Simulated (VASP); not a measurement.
Set up this calculation in VASP 6.6.1, as the native input.

- Task: single point
- Functional: LDA
- Potentials or basis: VASP PAW LDA potentials, release 64 (K_sv)
- Cutoff: 520 eV
- k mesh: 14 × 14 × 14
- Occupations: gaussian, width 0.15 eV
- Spin: no spin polarisation
- Dipole correction: no
- Further INCAR settings: ALGO = Fast; EDIFF = 1e-06; NBANDS = 10

The structure of K lies in POSCAR:

```
K
1.0
   -2.8440557675      2.8440557675      2.2183634987
    2.8440557675     -2.8440557675      2.2183634987
    2.8440557675      2.8440557675     -2.2183634987
K
1
Direct
    0.0000000000      0.0000000000      0.0000000000
```

This cell differs from its parent crystal: ratio of the length along z to the lengths across it x 0.78, volume and fractional coordinates fixed.

The input as run:

INCAR

```
PREC = Accurate ; ENCUT = 520
EDIFF = 1E-6 ; ISMEAR = 0
SIGMA = 0.15 ; LREAL = F
LASPH = T ; NELM = 100
ALGO = Fast ; ISIF = 2
LWAVE = F ; LCHARG = F
GGA = CA ; NBANDS = 10
```

KPOINTS

```
regular mesh
0
Gamma
  14 14 14
```

Potentials or basis: VASP PAW LDA potentials, release 64 (K_sv).

Launch:

```console
$ cat potpaw_LDA.64/K_sv/POTCAR > POTCAR
$ mpirun -np 1 vasp_std > vasp.out
```

Results of the run:

```yaml
Pressure: -0.4 GPa
```

Wall time 59 s on 1 thread of Intel(R) Xeon(R) 6975P-C (Granite Rapids), with other jobs on the host, peak memory 0.29 GiB.
